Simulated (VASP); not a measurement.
MoS, 2 atoms in the cell. The structure is cubic, space group Pm-3m (No. 221). The conventional cell has a = 3.072 Å, b = 3.072 Å, c = 3.072 Å, α = 90.00°, β = 90.00°, γ = 90.00°. Mo (site symmetry m-3m) has 8 S at 2.66 Å and 6 Mo at 3.07 Å within 3.5 Å. S (site symmetry m-3m) has 8 Mo at 2.66 Å and 6 S at 3.07 Å within 3.5 Å. 

```yaml
Program: VASP 6.6.1
Task: single point
Functional: PBE
Potentials_or_basis: VASP PAW PBE potentials, release 64 (Mo_sv, S)
Cutoff: 520 eV
k_mesh: 14 × 14 × 14
Occupations: gaussian, width 0.1 eV
Spin: collinear spin
Starting_moments: "[2.0, 0.0] μB"
Hubbard_terms: Mo d U = 4.38 eV
Dipole_correction: no
Further_INCAR_settings: ALGO = Normal; EDIFF = 1e-06; NBANDS = 21
```

Potentials or basis: VASP PAW PBE potentials, release 64 (Mo_sv, S).

Run with:

```sh
$ cat potpaw_PBE.64/Mo_sv/POTCAR potpaw_PBE.64/S/POTCAR > POTCAR
$ mpirun -np 1 vasp_std > vasp.out
```

Hardware: 1 thread of AMD EPYC 9R45 96-Core Processor (Zen 5) (shared host).

Task: How long does it take, and how much memory?

Result: Run time: 60 s on 1 thread of AMD EPYC 9R45 96-Core Processor (Zen 5), on a shared host, peak memory 0.2 GiB. Counts: scf iterations 16, k points 120.
